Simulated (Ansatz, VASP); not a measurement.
TiO2: VASP beside Ansatz

```xyz
6
Lattice="4.5940 0.0000 0.0000 0.0000 4.5940 0.0000 0.0000 0.0000 2.9590" Properties=species:S:1:pos:R:3 pbc="T T T"
Ti    0.0000    0.0000    0.0000
Ti    2.2970    2.2970    1.4795
O     1.3979    1.3979    0.0000
O     0.8991    3.6949    1.4795
O     3.1961    3.1961    0.0000
O     3.6949    0.8991    1.4795
```

Alike in both runs: functional PBE; k mesh 7 × 7 × 10; occupations fermi-dirac, width 0.02 eV; no spin polarisation.

Ansatz relaxed the structure, and its values are those at the end. VASP's run is a single point on that final structure, the one shown.

|  | VASP | Ansatz |
| --- | --- | --- |
| version | VASP 6.6.1 | Ansatz 0.2.0 |
| potentials or method | VASP PAW PBE potentials, release 64 (Ti_sv, O) | plane-wave PAW, scalar-relativistic |
| plane-wave cutoff (eV) | 520 | 420 |
| valence electrons in the cell | 48 | 48 |

```tsv
	VASP	Ansatz	Ansatz less VASP
gap on the k mesh at the Fermi level (eV)	1.84	1.87	+0.027
pressure (GPa)	5.5	4.8	-0.69
rms of the force components (eV/Å)	0.012	0.001	-0.0115
```

Ansatz's warnings: stress scf threshold loose.
